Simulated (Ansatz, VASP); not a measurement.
# Two plane-wave programs on ZnS

```
Zn S
1.0
     0.00000    2.64834    2.64834
     2.64834    0.00000    2.64834
     2.64834    2.64834    0.00000
Zn S
1 1
Direct
  0.00000 0.00000 0.00000
  0.75000 0.75000 0.75000
```

Alike in both runs: functional LDA; k mesh 10 × 10 × 10; no spin polarisation.

Ansatz relaxed the structure, and its values are those at the end. VASP's run is a single point on that final structure, the one shown.

|  | VASP | Ansatz |
| --- | --- | --- |
| version | VASP 6.6.1 | Ansatz 0.2.0 |
| potentials or method | VASP PAW LDA potentials, release 64 (Zn, S), cutoff 520 eV | scalar-relativistic, plane waves, PAW |
| occupations | gaussian, width 0.01 eV | fixed |
| valence electrons in the cell | 18 | 18 |

|  | VASP | Ansatz | Ansatz less VASP |
| --- | --- | --- | --- |
| gap on the k mesh at the Fermi level (eV) | 2.16 | 2.13 | -0.035 |
| least direct gap on the mesh (eV) | 2.16 | 2.13 | -0.035 |
| pressure (GPa) | 0.2 | 0.0 | -0.24 |

LDA's correlation is that of Perdew and Zunger in VASP and of Perdew and Wang (1992) in Ansatz.
